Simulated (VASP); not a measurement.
Wanted: the native input for a VASP 6.6.1 run.

| Property | Result |
| --- | --- |
| Task | single point |
| Functional | PBE |
| Potentials or basis | VASP PAW PBE potentials, release 64 (Tm_3, B, Au), 4f in core |
| Cutoff | 500 eV |
| k mesh | 6 × 6 × 4 |
| Occupations | gaussian, width 0.1 eV |
| Spin | no spin polarisation |
| Dipole correction | no |
| Further INCAR settings | ALGO = Normal; EDIFF = 1e-06; NBANDS = 40 |

The structure of TmB3Au lies in POSCAR:

```
TmB3Au
1.0
    1.5998992786     -7.6973453950      0.0000000000
    1.5998992786      7.6973453950      0.0000000000
    0.0000000000      0.0000000000      5.2053413701
Tm B Au
2 6 2
Direct
    0.1247872342      0.8752127658      0.2500000000
    0.8752127658      0.1247872342      0.7500000000
    0.1531116774      0.8468883226      0.7500000000
    0.7509312899      0.2490687101      0.4158932798
    0.7509312899      0.2490687101      0.0841067202
    0.2490687101      0.7509312899      0.9158932798
    0.2490687101      0.7509312899      0.5841067202
    0.8468883226      0.1531116774      0.2500000000
    0.5552171107      0.4447828893      0.7500000000
    0.4447828893      0.5552171107      0.2500000000
```

The cell was generated, and may not be a known phase.

One way to write it, as run:

INCAR

```
ALGO = Normal
EDIFF = 1E-6
ENCUT = 500
GGA = PE
GGA_COMPAT = F
ISIF = 2
ISMEAR = 0
LASPH = T
LCHARG = T
LELF = T
LMAXMIX = 6
LREAL = F
LVHAR = T
LWAVE = F
NBANDS = 40
NELM = 200
PREC = Accurate
SIGMA = 0.1
```

KPOINTS

```
k-points
0
Gamma
  6 6 4
```

Potentials or basis: VASP PAW PBE potentials, release 64 (Tm_3, B, Au), 4f in core.

Launch:

```sh
$ cat potpaw_PBE.64/Tm_3/POTCAR potpaw_PBE.64/B/POTCAR potpaw_PBE.64/Au/POTCAR > POTCAR
$ mpirun -np 1 vasp_std > vasp.out
```

It gave:

The pressure is -0.1 GPa, the largest force is 0.429 eV/Å and the band gap on the k mesh is zero (bands 29 and 30 overlap by 1.82 eV).

Caveat: spin-orbit coupling is left out, which moves the levels of the heavy elements; the 4f electrons are frozen in the core, so they carry no moment and show no levels.

It took 4.4 min on 1 thread of Intel(R) Xeon(R) 6975P-C (Granite Rapids), with other jobs on the host, peak memory 0.45 GiB.
